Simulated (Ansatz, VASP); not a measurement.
Co: VASP beside Ansatz

```
CELL_PARAMETERS angstrom
0.00000 2.42518 2.42518
2.42518 0.00000 2.42518
2.42518 2.42518 0.00000
ATOMIC_POSITIONS crystal
Co 0.12500 0.12500 0.12500
Co 0.87500 0.87500 0.87500
```

Alike in both runs: functional PBEsol; k mesh 11 × 11 × 11; occupations fermi-dirac, width 0.05 eV; collinear spin.

Ansatz relaxed the structure, and its values are those at the end. VASP's run is a single point on that final structure, the one shown.

```csv
,VASP,Ansatz
version,VASP 6.6.1,Ansatz 0.2.0
potentials or method,"VASP PAW PBE potentials, release 64 (Co), cutoff 600 eV","plane waves (420 eV) with PAW, scalar-relativistic"
valence electrons in the cell,18,34
```

VASP gave:

- pressure (GPa): -1.4
- net moment per atom (μB): 0.37
- size of the moment on the site where the two differ most (μB): 0.36

Task: What did Ansatz give for the same quantities?

Result: Pressure (GPa): 0.0; net moment per atom (μB): 0.35; size of the moment on the site where the two differ most (μB): 0.35.

VASP's potentials were made for PBE, not for PBEsol, and Ansatz warns of the same on its side. Site moments also hang on the region over which each program counts them. The functional is the same, so the differences come from potentials, cutoffs and numerics. VASP's potentials hold 18 valence electrons a cell and Ansatz's 34, so a difference there can come from the potentials and not from the codes.
